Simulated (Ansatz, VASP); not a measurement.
TiIn4 in VASP and in Ansatz

Contents of INCAR:

```
SYSTEM = TiIn4
PREC = Accurate
ENCUT = 600
EDIFF = 1E-6
ISMEAR = 0
SIGMA = 0.1
LREAL = .FALSE.
LASPH = .TRUE.
NELM = 60
ALGO = Fast
ISIF = 3
LWAVE = .FALSE.
LCHARG = .FALSE.
GGA = PE
IBRION = 2
NSW = 90
EDIFFG = -0.04
```

KPOINTS

```
regular mesh
0
G
  6 6 4
  0 0 0
```

The input POSCAR:

```
TiIn4
1.0
    4.9889399230      0.0000000000      0.0000000000
   -2.4944699615      4.3205487113      0.0000000000
    0.0000000000      0.0000000000      6.0697728004
Ti In
1 4
Direct
    0.0000000000      0.0000000000      0.0000000000
    0.3333333333      0.6666666667      0.2506332368
    0.6666666667      0.3333333333      0.2506332368
    0.6666666667      0.3333333333      0.7493667632
    0.3333333333      0.6666666667      0.7493667632
```

Input for Ansatz:

```yaml
crystal:
  lattice:
    - [4.988939923, 0.0, 0.0]
    - [-2.4944699615, 4.3205487113, 0.0]
    - [0.0, 0.0, 6.0697728004]
  atoms:
    - { symbol: Ti, position: [0.0, 0.0, 0.0] }
    - { symbol: In, position: [0.3333333333, 0.6666666667, 0.2506332368] }
    - { symbol: In, position: [0.6666666667, 0.3333333333, 0.2506332368] }
    - { symbol: In, position: [0.6666666667, 0.3333333333, 0.7493667632] }
    - { symbol: In, position: [0.3333333333, 0.6666666667, 0.7493667632] }
basis:
  ecutwfc: 420
kpoints:
  mp_grid: { grid: [6, 6, 4] }
hamiltonian:
  xc: pbe
scf:
  occupations: { method: gaussian, width: 0.1 }
  lower_state_search: "off"
output:
  forces: true
  stress: true
  eigenvalues: true
relax:
  adjacent_minimum: "off"
  f_tol: 0.04
  max_steps: 70
  cell: { stress_tol: 0.4 }
```

Alike in both runs: task relaxation of cell and atoms; functional PBE; k mesh 6 × 6 × 4; occupations gaussian, width 0.1 eV; no spin polarisation.

```csv
,VASP,Ansatz
version,VASP 6.6.1,Ansatz 0.2.0
potentials or method,"VASP PAW PBE potentials, release 64 (Ti_sv, In_d), cutoff 600 eV","scalar-relativistic, plane waves, PAW"
valence electrons in the cell,64,64
```

```tsv
	VASP	Ansatz	Ansatz less VASP
gap on the k mesh at the Fermi level, each at its own relaxed structure (eV)	none	none	-
relaxed volume (Å³/atom)	26.24	26.17	-0.071
relaxed length of the cell vector where the two differ most in proportion (Å)	4.883	4.871	-0.0114
```

A gap of «none» marks a metal or a gap that the smearing closes.
